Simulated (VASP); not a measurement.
**TaN: single point with PBE**

TaN:

```
Ta N
1.0
     3.06819    0.00000    0.00000
    -1.53409    2.65713    0.00000
     0.00000    0.00000    4.95057
Ta N
2 2
Direct
  0.00000 0.00000 0.00000
  0.00000 0.00000 0.50000
  0.33333 0.66667 0.25000
  0.66667 0.33333 0.75000
```

This cell differs from its parent crystal: volume scaled by 1.02.

| Quantity | Value |
| --- | --- |
| Program | VASP 6.6.1 |
| Task | single point |
| Functional | PBE |
| Potentials or basis | VASP PAW PBE potentials, release 64 (Ta_pv, N) |
| Cutoff | 520 eV |
| k mesh | 9 × 9 × 5 |
| Occupations | fermi-dirac, width 0.01 eV |
| Spin | no spin polarisation |
| Dipole correction | no |
| Further INCAR settings | ALGO = Normal; EDIFF = 1e-06; NBANDS = 24 |

The pressure is 50.7 GPa and the band gap on the k mesh is zero (band 16 reaches 10.35 eV, above the bottom of band 17 at 7.88 eV).

Stress tensor (GPa, compression positive):
```
 23.92   0.00   0.00
  0.00  23.92   0.00
  0.00   0.00 104.18
```

Levels at points of the mesh, in eV from the Fermi level:
| k point | band 14 | band 15 | band 16 | band 17 | band 18 | band 19 |
| --- | --- | --- | --- | --- | --- | --- |
| (0.00, 0.00, 0.00) | -3.58 | -3.57 | -1.78 | -1.78 | -0.60 | -0.60 |

Run time: 48 s on 1 thread of Intel Xeon 8259CL, with other jobs on the host, peak memory 0.18 GiB.

Caveat: spin-orbit coupling is left out, which moves the levels of the heavy elements.
